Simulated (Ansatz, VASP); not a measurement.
## BN in VASP and in Ansatz

```
CELL_PARAMETERS angstrom
0.00000 -1.81239 -1.81239
-1.81239 0.00000 -1.81239
1.81239 1.81239 -3.62479
ATOMIC_POSITIONS crystal
B 0.96756 0.02334 0.00000
B 0.53244 0.47666 0.50000
N 0.34180 0.39889 0.87500
N 0.90820 0.85111 0.37500
```

Change from the starting cell: mode 4 frozen in at -0.034 Å and mode 5 at +0.068 Å (largest displacements).

Alike in both runs: task single point; functional PBE; k mesh 6 × 6 × 6; occupations gaussian, width 0.05 eV; no spin polarisation.

```csv
,VASP,Ansatz
version,VASP 6.6.1,Ansatz 0.2.0
potentials or method,"VASP PAW PBE potentials, release 64 (B, N), cutoff 520 eV","scalar-relativistic, plane waves, PAW"
valence electrons in the cell,16,16
```

Ansatz gave:

```
gap on the k mesh at the Fermi level (eV)                     : 4.35
least direct gap on the mesh (eV)                             : 6.30
pressure (GPa)                                                : -0.2
traceless stress, the component that is largest in VASP (GPa) : -1.16
rms of the force components (eV/Å)                            : 0.466
```

Question: Which values does VASP return?

Answer: gap on the k mesh at the Fermi level (eV): 4.34; least direct gap on the mesh (eV): 6.29; pressure (GPa): 0.0; traceless stress, the component that is largest in VASP (GPa): -1.16; rms of the force components (eV/Å): 0.466.

Atom by atom the forces differ by 0.000 eV/Å (rms over components). With one functional, cell and mesh, what is left measures potentials, basis and numerics.

The k mesh is coarse, so the values compare programs but aren't converged.
